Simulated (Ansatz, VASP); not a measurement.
**InSb in VASP and in Ansatz**

File INCAR:

```
SYSTEM = InSb
  PREC = Accurate
  ENCUT = 520
  EDIFF = 1E-7
  ISMEAR = -1
  SIGMA = 0.08
  LREAL = .False.
  LASPH = .True.
  NELM = 80
  ALGO = Normal
  ISIF = 2
  LWAVE = .False.
  LCHARG = .False.
  GGA = PE
  NBANDS = 16
```

KPOINTS

```
regular mesh
0
Gamma
  11 11 11
  0 0 0
```

The input POSCAR:

```
InSb
1.0
    3.6474867322      0.0000000000      0.0000000000
    0.0000000000      3.6474867322      0.0000000000
    0.0000000000      0.0000000000      3.6474867322
In Sb
1 1
Direct
    0.0000000000      0.0000000000      0.0000000000
    0.5000000000      0.5000000000      0.5000000000
```

Input for Ansatz:

```yaml
crystal:
  lattice:
    - [3.6474867322, 0.0, 0.0]
    - [0.0, 3.6474867322, 0.0]
    - [0.0, 0.0, 3.6474867322]
  atoms:
    - { symbol: In, position: [0.0, 0.0, 0.0] }
    - { symbol: Sb, position: [0.5, 0.5, 0.5] }
kpoints:
  mp_grid: { grid: [11, 11, 11] }
scf:
  occupations: { method: fermi_dirac, width: 0.08 }
hamiltonian:
  xc: pbe
  pseudopotentials: { kind: all_electron, lapw: { basis_error: 0.001 } }
output:
  forces: true
  stress: true
  eigenvalues: true
  populations: true
```

Change from the starting cell: volume scaled by 0.88, LAPW.

Alike in both runs: task single point; functional PBE; k mesh 11 × 11 × 11; occupations fermi-dirac, width 0.08 eV; no spin polarisation.

|  | VASP | Ansatz |
| --- | --- | --- |
| version | VASP 6.6.1 | Ansatz 0.2.0 |
| potentials or method | VASP PAW PBE potentials, release 64 (In_d, Sb), cutoff 520 eV | all-electron LAPW, scalar-relativistic |

```tsv
	VASP	Ansatz	Ansatz less VASP
pressure (GPa)	7.8	7.8	+0.05
```

Ansatz ran all-electron here, and VASP with PAW potentials.

Spin-orbit coupling is off throughout.
